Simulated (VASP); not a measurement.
# TiO2 (I4_1/amd) in VASP: a series of runs

Runs on TiO2. Level: PBE. Tasks: single point.

Everything below comes from runs of VASP 6.6.1. Logs are shortened: lines on timing, memory, paths and dates and some standing lists are left out, and cuts for length are marked.

### Step 1. The cell of the first run

It takes space group I4_1/amd (No. 141, tetragonal). The conventional cell has a = 3.883 Å, b = 3.883 Å, c = 10.211 Å, α = 90.00°, β = 90.00°, γ = 90.00°. Ti (site symmetry -4m2) has 6 O at 2.01 to 2.05 Å within 2.7 Å. Within 2.7 Å of O (site symmetry 2mm) lie 3 Ti at 2.01 to 2.05 Å and 2 O at 2.49 Å.

### Step 2. Single point, PBE (12.83 Å³/atom)

INCAR

```
SYSTEM = TiO2
  PREC = Accurate
  ENCUT = 520
  EDIFF = 1E-6
  ISMEAR = 0
  SIGMA = 0.02
  LREAL = .False.
  LASPH = .True.
  NELM = 80
  ALGO = Normal
  ISIF = 2
  LWAVE = .False.
  LCHARG = .False.
  GGA = PE
  NBANDS = 33
```

KPOINTS

```
Automatic mesh
0
Gamma
  10 10 10
  0 0 0
```

POSCAR

```
TiO2
1.0
   -1.9415554837      1.9415554837      5.1053932492
    1.9415554837     -1.9415554837      5.1053932492
    1.9415554837      1.9415554837     -5.1053932492
Ti O
2 4
Direct
    0.0000000000      0.0000000000      0.0000000000
    0.7500000000      0.2500000000      0.5000000000
    0.2009578189      0.2009578189      0.0000000000
    0.9509578189      0.4509578189      0.5000000000
    0.5490421811      0.0490421811      0.5000000000
    0.7990421811      0.7990421811      0.0000000000
```

Potentials or basis: VASP PAW PBE potentials, release 64 (Ti_sv, O).

Command:

```console
> cat potpaw_PBE.64/Ti_sv/POTCAR potpaw_PBE.64/O/POTCAR > POTCAR
> mpirun -np 1 vasp_std > vasp.out
```

OUTCAR:

```text
SYSTEM = TiO2
   PREC = Accurate
   ENCUT = 520
   EDIFF = 1E-6
   ISMEAR = 0
   LREAL = .False.
   LASPH = .True.
   NELM = 80
   ISIF = 2
   GGA = PE

 ion  position               nearest neighbor table
   1  0.000  0.000  0.000-   5 2.01   4 2.01   5 2.01   4 2.01   3 2.05   6 2.05
   2  0.750  0.250  0.500-   6 2.01   3 2.01   6 2.01   3 2.01   4 2.05   5 2.05
   3  0.201  0.201  0.000-   2 2.01   2 2.01   1 2.05
   4  0.951  0.451  0.500-   1 2.01   1 2.01   2 2.05
   5  0.549  0.049  0.500-   1 2.01   1 2.01   2 2.05
   6  0.799  0.799  0.000-   2 2.01   2 2.01   1 2.05

  LATTYP: Found a body centered tetragonal cell.
 ALAT       =     3.8831109674
 C/A-ratio  =     2.6295376527

  Lattice vectors:

 A1 = (  -1.9415554837,   1.9415554837,   5.1053932492)
 A2 = (   1.9415554837,  -1.9415554837,   5.1053932492)
 A3 = (   1.9415554837,   1.9415554837,  -5.1053932492)

Analysis of symmetry for initial positions (statically):
=====================================================================
 Subroutine PRICEL returns:
 Original cell was already a primitive cell.

 Routine SETGRP: Setting up the symmetry group for a
 body centered tetragonal supercell.

 Subroutine GETGRP returns: Found 16 space group operations
 (whereof  8 operations were pure point group operations)
 out of a pool of 16 trial point group operations.

The static configuration has the point symmetry D_2d.
 The point group associated with its full space group is D_4h.

Analysis of symmetry for dynamics (positions and initial velocities):
=====================================================================
 Subroutine PRICEL returns:
 Original cell was already a primitive cell.

 Routine SETGRP: Setting up the symmetry group for a
 body centered tetragonal supercell.

 Subroutine GETGRP returns: Found 16 space group operations
 (whereof  8 operations were pure point group operations)
 out of a pool of 16 trial point group operations.

The dynamic configuration has the point symmetry D_2d.
 The point group associated with its full space group is D_4h.

 Subroutine INISYM returns: Found 16 space group operations
 (whereof  8 operations are pure point group operations),
 and found     1 'primitive' translations

----------------------------------------------------------------------------------------

                                     Primitive cell

  volume of cell :      76.9819

  direct lattice vectors                    reciprocal lattice vectors
    -1.941555484  1.941555484  5.105393249     0.000000000  0.257525476  0.097935649
     1.941555484 -1.941555484  5.105393249     0.257525476  0.000000000  0.097935649
     1.941555484  1.941555484 -5.105393249     0.257525476  0.257525476  0.000000000

  length of vectors
     5.796922944  5.796922944  5.796922944     0.275519077  0.275519077  0.364196021

  position of ions in fractional coordinates (direct lattice)
     0.000000000  0.000000000  0.000000000
     0.750000000  0.250000000  0.500000000
     0.200957819  0.200957819  0.000000000
     0.950957819  0.450957819  0.500000000
     0.549042181  0.049042181  0.500000000
     0.799042181  0.799042181  0.000000000

  ion indices of the primitive-cell ions
   primitive index   ion index
                 1           1
                 2           2
                 3           3
                 4           4
                 5           5
                 6           6

----------------------------------------------------------------------------------------

 KPOINTS: Automatic mesh

Automatic generation of k-mesh.
 Grid dimensions read from file:
 generate k-points for:   10   10   10

 Generating k-lattice:

  Cartesian coordinates                     Fractional coordinates (reciprocal lattice)
     0.000000000  0.025752548  0.009793565     0.100000000 -0.000000000  0.000000000
     0.025752548  0.000000000  0.009793565    -0.000000000  0.100000000  0.000000000
     0.025752548  0.025752548  0.000000000     0.000000000  0.000000000  0.100000000

  Length of vectors
     0.027551908  0.027551908  0.036419602

  Shift w.r.t. Gamma in fractional coordinates (k-lattice)
     0.000000000  0.000000000  0.000000000

 Subroutine IBZKPT returns following result:
 ===========================================

 Found    102 irreducible k-points:

 Following reciprocal coordinates:
            Coordinates               Weight
  0.000000  0.000000  0.000000      1.000000
  0.100000  0.000000 -0.000000      8.000000
  0.200000  0.000000 -0.000000      8.000000
  0.300000  0.000000 -0.000000      8.000000
  0.400000  0.000000 -0.000000      8.000000
  0.500000  0.000000 -0.000000      4.000000
[... 16 lines left out ...]
  0.300000  0.300000 -0.000000      8.000000
  0.400000  0.300000 -0.000000     16.000000
 [... further k-points ...]
   k-points           NKPTS =    102   k-points in BZ     NKDIM =    102   number of bands    NBANDS=     33
   number of dos      NEDOS =    301   number of ions     NIONS =      6
   total plane-waves  NPLWV = 110592
   dimension x,y,z NGX =    48 NGY =   48 NGZ =   48
   dimension x,y,z NGXF=    96 NGYF=   96 NGZF=   96
   ions per type =               2   4
   NGX,Y,Z   is equivalent  to a cutoff of  13.77, 13.77, 13.77 a.u.
   NGXF,Y,Z  is equivalent  to a cutoff of  27.53, 27.53, 27.53 a.u.
 SYSTEM =  TiO2
   PREC   = accura    normal or accurate (medium, high low for compatibility)
   ISTART =      0    job   : 0-new  1-cont  2-samecut
   ICHARG =      2    charge: 1-file 2-atom 10-const
   ISPIN  =      1    spin polarized calculation?
   LNONCOLLINEAR =      F non collinear calculations
   LSORBIT =      F    spin-orbit coupling
   LASPH  =      T    aspherical Exc in radial PAW
   ENCUT  =  520.0 eV  38.22 Ry    6.18 a.u.  10.78 10.78 10.78*2*pi/ulx,y,z
   NELM   =     80;   NELMIN=  2; NELMDL= -5     # of ELM steps
   EDIFF  = 0.1E-05   stopping-criterion for ELM
   LREAL  =      F    real-space projection
   EDIFFG = 0.1E-04   stopping-criterion for IOM
   NSW    =      0    number of steps for IOM
   IBRION =     -1    ionic relax: 0-MD 1-quasi-New 2-CG
   NFREE  =      0    steps in history (QN), initial steepest desc. (CG)
   ISIF   =      2    stress and relaxation
   ISYM   =      2    0-nonsym 1-usesym 2-fastsym
   POTIM  = 0.5000    time-step for ionic-motion
   TEBEG  =    0.0;   TEEND  =   0.0 temperature during run
   PSTRESS=    0.0 pullay stress
   NELECT =      48.0000    total number of electrons
   NUPDOWN=      -1.0000    fix difference up-down
   EMIN   =  10.00;   EMAX   =-10.00  energy-range for DOS
   EFERMI =   0.00;   METHOD = LEGACY
   ISMEAR =     0;   SIGMA  =   0.02  broadening in eV -4-tet -1-fermi 0-gaus
   EFERMI_NEDOS =   21; number of points for ismear=-14 and -15
   IALGO  =     38    algorithm
   IMIX   =      4    mixing-type and parameters
     AMIX     =   0.40;   BMIX     =  1.00
     AMIX_MAG =   1.60;   BMIX_MAG =  1.00
  volume/ion in A,a.u.               =      12.83        86.58
  Fermi-wavevector in a.u.,A,eV,Ry     =   1.398596  2.642963 26.613962  1.956071
  Thomas-Fermi vector in A             =   2.521739
   LORBIT       =      0    0 simple, 1 ext, 2 COOP (PROOUT), +10 PAW based schemes
   GGA     = PE    functional components
   LHFCALC =     F    Hartree Fock is set to
   AEXX    =    0.0000 exact exchange contribution
   IVDW    =     0    specifies the selected vdW correction
   LEPSILON=     F    determine dielectric tensor
   LRPA    =     F    only Hartree local field effects (RPA)
 non-spin polarized calculation
 Gauss-broadening in eV      SIGMA  =   0.02
  energy-cutoff  :      520.00
  volume of cell :       76.98
 maximum number of plane-waves:      2094
 NGX is ok and might be reduce to    48
   NGX = 21   NGY = 21   NGZ = 21

 number of electron      48.0000002 magnetization

 Free energy of the ion-electron system (eV)
  ---------------------------------------------------
  ext. energy  EPLUGINS =         0.00000000
  ---------------------------------------------------
  free energy    TOTEN  =       -53.56551960 eV

  energy without entropy =      -53.56551960  energy(sigma->0) =      -53.56551960

 E-fermi :   2.4160     XC(G=0): -10.0965

 val. band max:        2.2759769801   @ k =   0.5000   0.5000   0.5000
 cond. band min:       4.3382128348   @ k =   0.0000   0.0000   0.0000
 fundamental gap:      2.0622358547
 Fermi energy:         2.4159816570

 k-point     1 :       0.0000    0.0000    0.0000
  band No.  band energies     occupation
      1     -54.4120      2.00000
      2     -54.3821      2.00000
      3     -30.7356      2.00000
      4     -30.5785      2.00000
      5     -30.5785      2.00000
      6     -30.5400      2.00000
[... 25 lines left out ...]
     32       6.7793      0.00000
     33       6.9939      0.00000

 k-point     2 :       0.1000    0.0000   -0.0000
  band No.  band energies     occupation
      1     -54.4113      2.00000
      2     -54.3825      2.00000
      3     -30.7335      2.00000
      4     -30.5863      2.00000
      5     -30.5790      2.00000
      6     -30.5436      2.00000
[... 25 lines left out ...]
     32       7.0463      0.00000
     33       7.2108      0.00000

 k-point     3 :       0.2000    0.0000   -0.0000
  band No.  band energies     occupation
      1     -54.4094      2.00000
      2     -54.3837      2.00000
      3     -30.7279      2.00000
      4     -30.6061      2.00000
      5     -30.5802      2.00000
      6     -30.5523      2.00000
[... 25 lines left out ...]
     32       7.3634      0.00000
     33       7.5110      0.00000

 k-point     4 :       0.3000    0.0000   -0.0000
  band No.  band energies     occupation
      1     -54.4068      2.00000
      2     -54.3855      2.00000
      3     -30.7207      2.00000
      4     -30.6301      2.00000
      5     -30.5816      2.00000
      6     -30.5614      2.00000
[... 673 lines left out ...]
     32       7.8159      0.00000
     33       7.9883      0.00000

 k-point    23 :       0.3000    0.3000   -0.0000
  band No.  band energies     occupation
      1     -54.4004      2.00000
      2     -54.3901      2.00000
      3     -30.7011      2.00000
      4     -30.6606      2.00000
      5     -30.6075      2.00000
      6     -30.5825      2.00000
[... 25 lines left out ...]
     32       7.7884      0.00000
     33       8.6227      0.00000

 k-point    24 :       0.4000    0.3000   -0.0000
  band No.  band energies     occupation
      1     -54.3984      2.00000
      2     -54.3913      2.00000
      3     -30.7013      2.00000
      4     -30.6744      2.00000
      5     -30.6091      2.00000
      6     -30.5922      2.00000
[... 25 lines left out ...]
     32       7.8181      0.00000
     33       8.6564      0.00000

 [... further k-points ...]

------------------------ aborting loop because EDIFF is reached ----------------------------------------

  FORCE on cell =-STRESS in cart. coord.  units (eV):
  Direction    XX          YY          ZZ          XY          YZ          ZX
  --------------------------------------------------------------------------------------
  -------------------------------------------------------------------------------------
  Total       -6.5963423     -6.5963423     -6.5481470      0.0000000      0.0000000      0.0000000
  in kB     -137.2855932   -137.2855932   -136.2825336      0.0000000      0.0000000      0.0000000
  external PRESSURE =    -136.9512400 kB  Pullay stress =       0.0000000 kB

 VOLUME and BASIS-vectors are now :
 -----------------------------------------------------------------------------
  energy-cutoff  :      520.00
  volume of cell :       76.98
      direct lattice vectors                 reciprocal lattice vectors
    -1.941555484  1.941555484  5.105393249     0.000000000  0.257525476  0.097935649
     1.941555484 -1.941555484  5.105393249     0.257525476  0.000000000  0.097935649
     1.941555484  1.941555484 -5.105393249     0.257525476  0.257525476  0.000000000

 POSITION                                       TOTAL-FORCE (eV/Angst)
 -----------------------------------------------------------------------------------
      0.00000      0.00000      0.00000         0.000000      0.000000      0.000000
      0.00000      1.94156      2.55270         0.000000      0.000000      0.000000
      0.00000      0.00000      2.05194         0.000000     -0.000000      0.011912
     -0.00000      1.94156      4.60463        -0.000000      0.000000      0.011912
      0.00000      1.94156      0.50076        -0.000000      0.000000     -0.011912
      0.00000      0.00000      8.15885         0.000000     -0.000000     -0.011912
 -----------------------------------------------------------------------------------
    total drift:                               -0.000000     -0.000000      0.000000

  FREE ENERGIE OF THE ION-ELECTRON SYSTEM (eV)
  ---------------------------------------------------
  free  energy   TOTEN  =       -53.5655195984 eV

  energy  without entropy=      -53.5655195984  energy(sigma->0) =      -53.56551960
```

It took 6.2 min on 1 thread of Intel Xeon Platinum 8488C (Sapphire Rapids), shared host; peak memory 0.44 GiB.

What came out:

- Free energy: -53.5655 eV
- Pressure: -13.7 GPa
- Largest force: 0.012 eV/Å
- Band gap on the k mesh: 2.06 eV (least direct gap 2.22 eV)

Forces in eV/Å, atoms in the order of the input:
```
Ti   0.000  0.000  0.000
Ti   0.000  0.000  0.000
O    0.000  0.000  0.012
O    0.000  0.000  0.012
O    0.000  0.000 -0.012
O    0.000  0.000 -0.012
```

Stress tensor (GPa, compression positive):
```
-13.73   0.00   0.00
  0.00 -13.73   0.00
  0.00   0.00 -13.63
```

Caveat: the cell stands under tension. A k mesh can miss the band edges.

### Step 3. Single point, PBE

This run uses another cell than the first one, of 11.66 Å³/atom.

INCAR

```
PREC     = Accurate       # precision mode
ENCUT    = 520            # plane-wave cutoff, eV
EDIFF    = 1E-7           # SCF threshold, eV
ISMEAR   = 0              # smearing method
SIGMA    = 0.02           # smearing width, eV
LREAL    = False          # projectors in reciprocal space
LASPH    = True           # aspherical terms in the spheres
NELM     = 80             # most SCF steps
ALGO     = Normal         # electronic algorithm
ISIF     = 2              # what is computed and relaxed
LWAVE    = False          # write WAVECAR
LCHARG   = False          # write CHGCAR
GGA      = PE             # functional
NBANDS   = 33             # bands
```

KPOINTS

```
regular mesh
0
Gamma
  10 10 10
```

POSCAR

```
TiO2
1.0
   -1.8996082691      1.8996082691      4.8485069402
    1.8996082691     -1.8996082691      4.8485069402
    1.8996082691      1.8996082691     -4.8485069402
Ti O
2 4
Direct
    0.0000000000      0.0000000000      0.0000000000
    0.7500000000      0.2500000000      0.5000000000
    0.2064947471      0.2064947471      0.0000000000
    0.9564947471      0.4564947471      0.5000000000
    0.5435052529      0.0435052529      0.5000000000
    0.7935052529      0.7935052529      0.0000000000
```

Potentials or basis: VASP PAW PBE potentials, release 64 (Ti_sv, O).

Command:

```console
> cat potpaw_PBE.64/Ti_sv/POTCAR potpaw_PBE.64/O/POTCAR > POTCAR
> mpirun -np 1 vasp_std > vasp.out
```

It took 7.7 min on 1 thread of Intel Xeon Platinum 8375C at 2.90GHz (Ice Lake), shared host; peak memory 0.37 GiB.

The run converged. Its results:

- Free energy: -53.8647 eV
- Pressure: 0.7 GPa
- Largest force: 0.019 eV/Å
- Band gap on the k mesh: 2.11 eV (least direct gap 2.41 eV)

Forces on the atoms (eV/Å):
```
Ti   0.000  0.000  0.000
Ti   0.000  0.000  0.000
O    0.000  0.000  0.019
O    0.000  0.000  0.019
O    0.000  0.000 -0.019
O    0.000  0.000 -0.019
```

Stress tensor (GPa, compression positive):
```
0.66 0.00 0.00
0.00 0.66 0.00
0.00 0.00 0.76
```

Levels at points of the mesh, in eV from the valence-band top:
```csv
k point,band 20,band 21,band 22,band 23,band 24,band 25,band 26,band 27,band 28,band 29
"(0.00, 0.00, 0.00)",-0.79,-0.79,-0.78,-0.41,-0.41,2.11,2.78,3.97,3.97,3.97
"(0.50, 0.00, 0.00)",-1.89,-1.88,-0.87,-0.84,-0.63,3.19,3.46,3.51,3.53,4.20
"(0.50, 0.50, 0.00)",-2.56,-1.97,-1.97,-0.04,-0.04,3.22,3.22,3.69,3.69,4.77
"(0.50, 0.50, 0.50)",-1.32,-1.23,-1.23,-0.09,-0.09,2.44,2.44,3.70,3.70,4.26
```

A k mesh can miss the band edges.

### Step 4. Single point, PBE (10.96 Å³/atom)

This run uses another cell than the first one, of 10.96 Å³/atom.

INCAR

```
SYSTEM = TiO2
  PREC = Accurate
  ENCUT = 520
  EDIFF = 1E-6
  ISMEAR = 0
  SIGMA = 0.02
  LREAL = .False.
  LASPH = .True.
  NELM = 60
  ALGO = Normal
  ISIF = 2
  LWAVE = .False.
  LCHARG = .False.
  GGA = PE
  NBANDS = 33
```

KPOINTS

```
regular mesh
0
Gamma
  10 10 10
  0 0 0
```

POSCAR

```
TiO2
1.0
   -1.8829134579      1.8829134579      4.6387744850
    1.8829134579     -1.8829134579      4.6387744850
    1.8829134579      1.8829134579     -4.6387744850
Ti O
2 4
Direct
    0.0000000000      0.0000000000      0.0000000000
    0.7500000000      0.2500000000      0.5000000000
    0.2120514251      0.2120514251      0.0000000000
    0.9620514251      0.4620514251      0.5000000000
    0.5379485749      0.0379485749      0.5000000000
    0.7879485749      0.7879485749      0.0000000000
```

Command:

```console
> cat potpaw_PBE.64/Ti_sv/POTCAR potpaw_PBE.64/O/POTCAR > POTCAR
> mpirun -np 1 vasp_std > vasp.out
```

It took 5.9 min on 1 thread of Intel Xeon Platinum 8259CL at 2.50GHz (Skylake/Cascade Lake), shared host; peak memory 0.35 GiB.

Results (log left out):

| Item | Value |
| --- | --- |
| Free energy | -53.6974 eV |
| Pressure | 12.4 GPa |
| Largest force | 0.032 eV/Å |
| Band gap on the k mesh | 2.05 eV (least direct gap 2.47 eV) |

Forces in eV/Å, atoms in the order of the input:
```
Ti   0.000  0.000  0.000
Ti   0.000  0.000  0.000
O    0.000  0.000  0.032
O    0.000  0.000  0.032
O    0.000  0.000 -0.032
O    0.000  0.000 -0.032
```

Levels at points of the mesh, in eV from the valence-band top:
| k point | band 21 | band 22 | band 23 | band 24 | band 25 | band 26 | band 27 | band 28 |
| --- | --- | --- | --- | --- | --- | --- | --- | --- |
| (0.00, 0.00, 0.00) | -0.74 | -0.74 | -0.57 | -0.57 | 2.05 | 2.89 | 3.87 | 3.87 |
| (0.50, 0.00, 0.00) | -2.06 | -1.07 | -0.89 | -0.66 | 3.27 | 3.49 | 3.65 | 3.82 |
| (0.50, 0.50, 0.00) | -2.24 | -2.24 | 0.00 | 0.00 | 3.50 | 3.50 | 3.96 | 3.96 |
| (0.50, 0.50, 0.50) | -1.35 | -1.35 | -0.20 | -0.20 | 2.45 | 2.45 | 3.81 | 3.81 |

Caveat: the cell stands under pressure.

### Step 5. Summary

| cell | gap on the mesh (eV) | pressure (GPa) | largest force (eV/Å) |
| --- | --- | --- | --- |
| a = 5.797 Å, angles 140.9, 140.9, 56.5°, 6 atoms, atomic positions A | 2.06 | -13.7 | 0.01 |
| a = 5.543 Å, angles 139.9, 139.9, 58.0°, 6 atoms, atomic positions B | 2.11 | 0.7 | 0.02 |
| a = 5.349 Å, angles 138.8, 138.8, 59.7°, 6 atoms, atomic positions C | 2.05 | 12.4 | 0.03 |

Alike in all rows: task single point; level PBE; potentials or basis VASP PAW PBE potentials, release 64 (Ti_sv, O); no spin polarisation; k mesh 10 × 10 × 10; cutoff (eV) 520; smearing gaussian 0.02 eV.

Caveats: the cell stands under tension (at least some runs); the cell stands under pressure (at least some runs).

Absolute energies hang on the potentials; compare differences alone.
